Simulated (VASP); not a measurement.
Wanted: the native input for a VASP 6.6.1 run.

- Task: relaxation of cell and atoms
- Functional: r2SCAN
- Potentials or basis: VASP PAW PBE potentials, release 64 (Ge_d)
- Cutoff: 600 eV
- k mesh: 20 × 20 × 20
- Occupations: gaussian, width 0.1 eV
- Spin: no spin polarisation
- Dipole correction: no
- Further INCAR settings: ALGO = Normal; EDIFF = 1e-06; IBRION = 2; EDIFFG = -0.01; NSW = 100; ISIF = 3

The system is Ge.

```
CELL_PARAMETERS angstrom
2.67714 0.00000 0.00000
0.00000 2.67714 0.00000
0.00000 0.00000 2.67714
ATOMIC_POSITIONS crystal
Ge 0.00000 0.00000 0.00000
```

This isn't the form of Ge at room conditions, which is diamond.

One way to write it, as run:

POSCAR

```
Ge
1.0
    2.6771382016      0.0000000000      0.0000000000
    0.0000000000      2.6771382016      0.0000000000
    0.0000000000      0.0000000000      2.6771382016
Ge
1
Direct
    0.0000000000      0.0000000000      0.0000000000
```

INCAR.step1

```
SYSTEM = Ge
PREC = Accurate
ENCUT = 600
ISMEAR = 0
SIGMA = 0.1
LREAL = .FALSE.
LASPH = .TRUE.
NELM = 80
GGA = PE
ALGO = Normal
EDIFF = 1E-4
LWAVE = .TRUE.
LCHARG = .FALSE.
```

INCAR.step2

```
SYSTEM = Ge
PREC = Accurate
ENCUT = 600
EDIFF = 1E-6
ISMEAR = 0
SIGMA = 0.1
LREAL = .FALSE.
LASPH = .TRUE.
NELM = 80
ALGO = Normal
ISIF = 3
LWAVE = .FALSE.
LCHARG = .FALSE.
METAGGA = R2SCAN
LMIXTAU = .TRUE.
IBRION = 2
NSW = 100
EDIFFG = -0.01
ISTART = 1
```

KPOINTS

```
regular mesh
0
G
  20 20 20
  0 0 0
```

Potentials or basis: VASP PAW PBE potentials, release 64 (Ge_d).

Launch:

```sh
$ cat potpaw_PBE.64/Ge_d/POTCAR > POTCAR
$ cp INCAR.step1 INCAR
$ mpirun -np 1 vasp_std > vasp.out
$ cp INCAR.step2 INCAR
$ mpirun -np 1 vasp_std > vasp.out
```

Results of the run:

The relaxed volume is 19.20 Å³/atom, the relaxed cell is a = 2.678 Å, b = 2.678 Å, c = 2.678 Å, α = 90.00°, β = 90.00°, γ = 90.00° and the space group after relaxing (to 0.1 Å) is Pm-3m (No. 221). The energy gained by relaxing is 0.0 meV/atom and the ionic steps are 5. The pressure after relaxing is 0.0 GPa. The band gap on the k mesh is zero (bands 7 and 8 overlap by 9.97 eV).

Caveat: the PAW data sets were made with another functional, which shifts forces and pressure a little.

It took 9.2 min on 1 thread of Intel Xeon 8259CL (shared host), peak memory 0.21 GiB.
